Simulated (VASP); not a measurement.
# Ga2As in VASP: a series of runs

Runs on Ga2As. Level: PBE. Tasks: single point.

Everything below comes from runs of VASP 6.6.1. Logs are shortened: lines on timing, memory, paths and dates and some standing lists are left out, and cuts for length are marked.

**1. The cell of the first run**

It takes space group Aem2 (No. 39, orthorhombic). Conventional cell: a = 7.602 Å, b = 5.224 Å, c = 6.099 Å, α = 90.00°, β = 90.00°, γ = 90.00°. Ga (site symmetry m) has 4 As at 2.73 to 3.54 Å and 8 Ga at 2.74 to 3.63 Å within 3.7 Å. Within 3.4 Å of Ga (site symmetry m) lie 4 As at 2.54 to 2.66 Å and 2 Ga at 2.78 to 3.26 Å. As (site symmetry m) has 6 Ga at 2.54 to 3.13 Å within 3.4 Å.

**2. Single point, PBE**

INCAR reads:

```
SYSTEM = Ga2As
PREC = Accurate
ENCUT = 520
EDIFF = 1E-6
ISMEAR = 0
SIGMA = 0.1
LREAL = .False.
LASPH = .True.
NELM = 100
ALGO = Fast
ISIF = 2
LWAVE = .False.
LCHARG = .False.
GGA = PE
NBANDS = 40
```

KPOINTS reads:

```
Automatic mesh
0
Gamma
  2 4 4
  0 0 0
```

POSCAR reads:

```
Ga2As
1.0
    7.6018664758      0.0000000000      0.0000000000
    0.0000000000      2.6120065071      3.0496358780
    0.0000000000     -2.6120065071      3.0496358780
Ga As
4 2
Direct
    0.5544392071      0.8357963196      0.3357963196
    0.1609982111      0.6229207876      0.1229207876
    0.4455607929      0.3357963196      0.8357963196
    0.8390017889      0.1229207876      0.6229207876
    0.1763542848      0.0391349498      0.5391349498
    0.8236457152      0.5391349498      0.0391349498
```

Potentials or basis: VASP PAW PBE potentials, release 64 (Ga_d, As).

The run is started by

```
> cat potpaw_PBE.64/Ga_d/POTCAR potpaw_PBE.64/As/POTCAR > POTCAR
> mpirun -np 1 vasp_std > vasp.out
```

OUTCAR:

```text
SYSTEM = Ga2As
   PREC = Accurate
   ENCUT = 520
   EDIFF = 1E-6
   ISMEAR = 0
   LREAL = .False.
   LASPH = .True.
   NELM = 100
   ISIF = 2
   GGA = PE

 ion  position               nearest neighbor table
   1  0.554  0.836  0.336-   6 2.73   3 2.74   3 2.74   4 2.78
   2  0.161  0.623  0.123-   5 2.54   6 2.61   5 2.66   5 2.66   3 2.78
   3  0.446  0.336  0.836-   5 2.73   1 2.74   1 2.74   2 2.78
   4  0.839  0.123  0.623-   6 2.54   5 2.61   6 2.66   6 2.66   1 2.78
   5  0.176  0.039  0.539-   2 2.54   4 2.61   2 2.66   2 2.66   3 2.73
   6  0.824  0.539  0.039-   4 2.54   2 2.61   4 2.66   4 2.66   1 2.73

  LATTYP: Found a base centered orthorhombic cell.
 ALAT       =     5.2240130142
 B/A-ratio  =     1.1675452836
 C/A-ratio  =     1.4551775532

  Lattice vectors:

 A1 = (   0.0000000000,   2.6120065071,  -3.0496358780)
 A2 = (   0.0000000000,   2.6120065071,   3.0496358780)
 A3 = (   7.6018664758,   0.0000000000,   0.0000000000)

Analysis of symmetry for initial positions (statically):
=====================================================================
 Subroutine PRICEL returns:
 Original cell was already a primitive cell.

 Routine SETGRP: Setting up the symmetry group for a
 base centered orthorhombic supercell.

 Subroutine GETGRP returns: Found  4 space group operations
 (whereof  2 operations were pure point group operations)
 out of a pool of  8 trial point group operations.

The static configuration has the point symmetry C_2 .
 The point group associated with its full space group is C_2v.

Analysis of symmetry for dynamics (positions and initial velocities):
=====================================================================
 Subroutine PRICEL returns:
 Original cell was already a primitive cell.

 Routine SETGRP: Setting up the symmetry group for a
 base centered orthorhombic supercell.

 Subroutine GETGRP returns: Found  4 space group operations
 (whereof  2 operations were pure point group operations)
 out of a pool of  8 trial point group operations.

The dynamic configuration has the point symmetry C_2 .
 The point group associated with its full space group is C_2v.

 Subroutine INISYM returns: Found  4 space group operations
 (whereof  2 operations are pure point group operations),
 and found     1 'primitive' translations

----------------------------------------------------------------------------------------

                                     Primitive cell

  volume of cell :     121.1079

  direct lattice vectors                    reciprocal lattice vectors
     7.601866476  0.000000000  0.000000000     0.131546641  0.000000000  0.000000000
     0.000000000  2.612006507  3.049635878     0.000000000  0.191423719  0.163954000
     0.000000000 -2.612006507  3.049635878     0.000000000 -0.191423719  0.163954000

  length of vectors
     7.601866476  4.015327755  4.015327755     0.131546641  0.252039589  0.252039589

  position of ions in fractional coordinates (direct lattice)
     0.554439207  0.835796320  0.335796320
     0.160998211  0.622920788  0.122920788
     0.445560793  0.335796320  0.835796320
     0.839001789  0.122920788  0.622920788
     0.176354285  0.039134950  0.539134950
     0.823645715  0.539134950  0.039134950

  ion indices of the primitive-cell ions
   primitive index   ion index
                 1           1
                 2           2
                 3           3
                 4           4
                 5           5
                 6           6

----------------------------------------------------------------------------------------

 KPOINTS: Automatic mesh

Automatic generation of k-mesh.
 Grid dimensions read from file:
 generate k-points for:    2    4    4

 Generating k-lattice:

  Cartesian coordinates                     Fractional coordinates (reciprocal lattice)
     0.065773320  0.000000000  0.000000000     0.500000000  0.000000000  0.000000000
     0.000000000  0.047855930  0.040988500     0.000000000  0.250000000  0.000000000
     0.000000000 -0.047855930  0.040988500     0.000000000  0.000000000  0.250000000

  Length of vectors
     0.065773320  0.063009897  0.063009897

  Shift w.r.t. Gamma in fractional coordinates (k-lattice)
     0.000000000  0.000000000  0.000000000

 Subroutine IBZKPT returns following result:
 ===========================================

 Found     14 irreducible k-points:

 Following reciprocal coordinates:
            Coordinates               Weight
  0.000000  0.000000  0.000000      1.000000
  0.500000  0.000000  0.000000      1.000000
  0.000000  0.250000  0.000000      4.000000
  0.500000  0.250000  0.000000      4.000000
  0.000000  0.500000  0.000000      2.000000
  0.500000  0.500000  0.000000      2.000000
  0.000000  0.250000  0.250000      2.000000
  0.500000  0.250000  0.250000      2.000000
  0.000000  0.500000  0.250000      4.000000
  0.500000  0.500000  0.250000      4.000000
  0.000000 -0.250000  0.250000      2.000000
  0.500000 -0.250000  0.250000      2.000000
  0.000000  0.500000  0.500000      1.000000
  0.500000  0.500000  0.500000      1.000000
   k-points           NKPTS =     14   k-points in BZ     NKDIM =     14   number of bands    NBANDS=     40
   number of dos      NEDOS =    301   number of ions     NIONS =      6
   total plane-waves  NPLWV =  54000
   dimension x,y,z NGX =    60 NGY =   30 NGZ =   30
   dimension x,y,z NGXF=   120 NGYF=   60 NGZF=   60
   ions per type =               4   2
   NGX,Y,Z   is equivalent  to a cutoff of  13.12, 12.42, 12.42 a.u.
   NGXF,Y,Z  is equivalent  to a cutoff of  26.24, 24.84, 24.84 a.u.
 SYSTEM =  Ga2As
   PREC   = accura    normal or accurate (medium, high low for compatibility)
   ISTART =      0    job   : 0-new  1-cont  2-samecut
   ICHARG =      2    charge: 1-file 2-atom 10-const
   ISPIN  =      1    spin polarized calculation?
   LNONCOLLINEAR =      F non collinear calculations
   LSORBIT =      F    spin-orbit coupling
   LASPH  =      T    aspherical Exc in radial PAW
   ENCUT  =  520.0 eV  38.22 Ry    6.18 a.u.  14.13  7.47  7.47*2*pi/ulx,y,z
   NELM   =    100;   NELMIN=  2; NELMDL= -5     # of ELM steps
   EDIFF  = 0.1E-05   stopping-criterion for ELM
   LREAL  =      F    real-space projection
   EDIFFG = 0.1E-04   stopping-criterion for IOM
   NSW    =      0    number of steps for IOM
   IBRION =     -1    ionic relax: 0-MD 1-quasi-New 2-CG
   NFREE  =      0    steps in history (QN), initial steepest desc. (CG)
   ISIF   =      2    stress and relaxation
   ISYM   =      2    0-nonsym 1-usesym 2-fastsym
   POTIM  = 0.5000    time-step for ionic-motion
   TEBEG  =    0.0;   TEEND  =   0.0 temperature during run
   PSTRESS=    0.0 pullay stress
   NELECT =      62.0000    total number of electrons
   NUPDOWN=      -1.0000    fix difference up-down
   EMIN   =  10.00;   EMAX   =-10.00  energy-range for DOS
   EFERMI =   0.00;   METHOD = LEGACY
   ISMEAR =     0;   SIGMA  =   0.10  broadening in eV -4-tet -1-fermi 0-gaus
   EFERMI_NEDOS =   21; number of points for ismear=-14 and -15
   IALGO  =     68    algorithm
   IMIX   =      4    mixing-type and parameters
     AMIX     =   0.40;   BMIX     =  1.00
     AMIX_MAG =   1.60;   BMIX_MAG =  1.00
  volume/ion in A,a.u.               =      20.18       136.21
  Fermi-wavevector in a.u.,A,eV,Ry     =   1.309628  2.474838 23.335694  1.715125
  Thomas-Fermi vector in A             =   2.440214
   LORBIT       =      0    0 simple, 1 ext, 2 COOP (PROOUT), +10 PAW based schemes
   GGA     = PE    functional components
   LHFCALC =     F    Hartree Fock is set to
   AEXX    =    0.0000 exact exchange contribution
   IVDW    =     0    specifies the selected vdW correction
   LEPSILON=     F    determine dielectric tensor
   LRPA    =     F    only Hartree local field effects (RPA)
 non-spin polarized calculation
 RMM-DIIS sequential band-by-band and
 Gauss-broadening in eV      SIGMA  =   0.10
  energy-cutoff  :      520.00
  volume of cell :      121.11
 maximum number of plane-waves:      3292
 NGX is ok and might be reduce to    60
   NGX = 29   NGY = 15   NGZ = 15

 number of electron      61.9999986 magnetization

 Free energy of the ion-electron system (eV)
  ---------------------------------------------------
  ext. energy  EPLUGINS =         0.00000000
  ---------------------------------------------------
  free energy    TOTEN  =       -21.06065465 eV

  energy without entropy =      -21.04602110  energy(sigma->0) =      -21.05333788

 E-fermi :   4.9615     XC(G=0): -10.4980

 val. band max:        4.9492296483   @ k =   0.0000   0.0000   0.0000
 cond. band min:       5.0271648452   @ k =   0.5000   0.0000   0.0000
 fundamental gap:      0.0779351970
 Fermi energy:         4.9614534908

 k-point     1 :       0.0000    0.0000    0.0000
  band No.  band energies     occupation
      1      -9.9637      2.00000
      2      -9.9457      2.00000
      3      -9.9020      2.00000
      4      -9.9016      2.00000
      5      -9.8959      2.00000
      6      -9.8653      2.00000
[... 32 lines left out ...]
     39      10.1885      0.00000
     40      10.7283      0.00000

 k-point     2 :       0.5000    0.0000    0.0000
  band No.  band energies     occupation
      1      -9.9833      2.00000
      2      -9.9478      2.00000
      3      -9.8982      2.00000
      4      -9.8951      2.00000
      5      -9.8708      2.00000
      6      -9.8511      2.00000
[... 32 lines left out ...]
     39      10.4179      0.00000
     40      10.4686      0.00000

 k-point     3 :       0.0000    0.2500    0.0000
  band No.  band energies     occupation
      1      -9.9595      2.00000
      2      -9.9223      2.00000
      3      -9.9067      2.00000
      4      -9.9033      2.00000
      5      -9.8763      2.00000
      6      -9.8639      2.00000
[... 423 lines left out ...]
  band No.  band energies     occupation
      1      -9.9728      2.00000
      2      -9.9552      2.00000
      3      -9.9089      2.00000
      4      -9.9049      2.00000
      5      -9.8835      2.00000
      6      -9.8367      2.00000
[... 32 lines left out ...]
     39      11.3300      0.00000
     40      11.7866      0.00000

 k-point    14 :       0.5000    0.5000    0.5000
  band No.  band energies     occupation
      1      -9.9680      2.00000
      2      -9.9632      2.00000
      3      -9.9102      2.00000
      4      -9.9047      2.00000
      5      -9.8686      2.00000
      6      -9.8571      2.00000
[... 32 lines left out ...]
     39      12.8956      0.00000
     40      13.3810      0.00000

------------------------ aborting loop because EDIFF is reached ----------------------------------------

  FORCE on cell =-STRESS in cart. coord.  units (eV):
  Direction    XX          YY          ZZ          XY          YZ          ZX
  --------------------------------------------------------------------------------------
  -------------------------------------------------------------------------------------
  Total        0.2946982     -0.2853533      0.4385552      0.0000000      0.0000000      0.0000000
  in kB        3.8986620     -3.7750356      5.8017946      0.0000000      0.0000000      0.0000000
  external PRESSURE =       1.9751404 kB  Pullay stress =       0.0000000 kB

 VOLUME and BASIS-vectors are now :
 -----------------------------------------------------------------------------
  energy-cutoff  :      520.00
  volume of cell :      121.11
      direct lattice vectors                 reciprocal lattice vectors
     7.601866476  0.000000000  0.000000000     0.131546641  0.000000000  0.000000000
     0.000000000  2.612006507  3.049635878     0.000000000  0.191423719  0.163954000
     0.000000000 -2.612006507  3.049635878     0.000000000 -0.191423719  0.163954000

 POSITION                                       TOTAL-FORCE (eV/Angst)
 -----------------------------------------------------------------------------------
      4.21477      1.30600      3.57293        -0.007793      0.000000     -0.028855
      1.22389      1.30600      2.27455        -0.027840      0.000000      0.053352
      3.38709     -1.30600      3.57293         0.007793      0.000000     -0.028855
      6.37798     -1.30600      2.27455         0.027840      0.000000      0.053352
      1.34062     -1.30600      1.76351         0.030954      0.000000     -0.024497
      6.26124      1.30600      1.76351        -0.030954      0.000000     -0.024497
 -----------------------------------------------------------------------------------
    total drift:                                0.000000      0.000003      0.001398

  FREE ENERGIE OF THE ION-ELECTRON SYSTEM (eV)
  ---------------------------------------------------
  free  energy   TOTEN  =       -21.0606546512 eV

  energy  without entropy=      -21.0460210989  energy(sigma->0) =      -21.05333788
```

Run time: 29 s. Hardware: 1 thread of Intel Xeon 6975P-C (Granite Rapids), shared host; peak memory 0.24 GiB.

Results:

```yaml
Free_energy: -21.0607 eV
Pressure: 0.2 GPa
Largest_force: 0.060 eV/Å
Band_gap_on_the_k_mesh: zero (bands 31 and 32 overlap by 2.67 eV)
```

Forces on the atoms (eV/Å):
```
Ga  -0.008  0.000 -0.029
Ga  -0.028  0.000  0.053
Ga   0.008  0.000 -0.029
Ga   0.028  0.000  0.053
As   0.031  0.000 -0.024
As  -0.031  0.000 -0.024
```

Stress tensor (GPa, compression positive):
```
 0.39  0.00  0.00
 0.00 -0.38  0.00
 0.00  0.00  0.58
```

Caveat: the k points lie up to 0.41 Å⁻¹ apart, too coarse for converged energies and pressures of a metal.

[end of part 1 of 2]

The gap in the log of VASP goes by the Fermi energy; the results here count the filled bands.